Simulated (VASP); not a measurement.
Wanted: the native input for a VASP 6.6.1 run.

| Item | Value |
| --- | --- |
| Task | single point |
| Functional | PBE |
| Potentials or basis | VASP PAW PBE potentials, release 64 (Al, N) |
| Cutoff | 520 eV |
| k mesh | 8 × 6 × 4 |
| Occupations | gaussian, width 0.05 eV |
| Spin | no spin polarisation |
| Dipole correction | no |
| Further INCAR settings | ALGO = Normal; EDIFF = 1e-06; NBANDS = 26 |

The structure of AlN lies in POSCAR:

```
AlN
1.0
   -1.6567491617      2.8695737234      0.0000000000
    0.0000000000      0.0000000000      4.1874629526
    4.9702474850      2.8695737234      0.0000000000
Al N
4 4
Direct
    0.5621339681      0.7500000000      0.0606237378
    0.0000000000      0.7500000000      0.6666666667
    0.0000000000      0.2500000000      0.3333333333
    0.5000000000      0.2500000000      0.8333333333
    0.5000000000      0.2500000000      0.1666666667
    0.0000000000      0.2500000000      0.6666666667
    0.0000000000      0.7500000000      0.3333333333
    0.5000000000      0.7500000000      0.8333333333
```

This cell differs from its parent crystal: atom 1 (Al) moved by -0.630 Å along [1 0 0] and -0.126 Å along [1 2 0].

One way to write it, as run:

INCAR

```
SYSTEM = AlN
  ALGO = Normal
  EDIFF = 1E-6
  ENCUT = 520
  GGA = PE
  ISIF = 2
  ISMEAR = 0
  LASPH = .True.
  LCHARG = .False.
  LREAL = .False.
  LWAVE = .False.
  NBANDS = 26
  NELM = 60
  PREC = Accurate
  SIGMA = 0.05
```

KPOINTS

```
k-points
0
Gamma
  8 6 4
  0 0 0
```

Potentials or basis: VASP PAW PBE potentials, release 64 (Al, N).

Command:

```bash
$ cat potpaw_PBE.64/Al/POTCAR potpaw_PBE.64/N/POTCAR > POTCAR
$ mpirun -np 1 vasp_std > vasp.out
```

It gave:

```yaml
Pressure: 28.4 GPa
Largest_force: 41.070 eV/Å
Band_gap_on_the_k_mesh: 1.27 eV (least direct gap 1.33 eV)
```

Caveat: the cell differs from its parent crystal (atom 1 (Al) moved by -0.630 Å along [1 0 0] and -0.126 Å along [1 2 0]); atoms lie so close that the PAW spheres overlap strongly, which falsifies energies and pressures; the stress differs along the axes, from 2 to 51 GPa; forces of over 1 eV/Å act on the atoms, so gaps and moduli don't describe the material at rest.

Run time: 73 s on 1 thread of AMD EPYC 9R45 96-Core Processor (Zen 5), with other jobs on the host, peak memory 0.23 GiB.
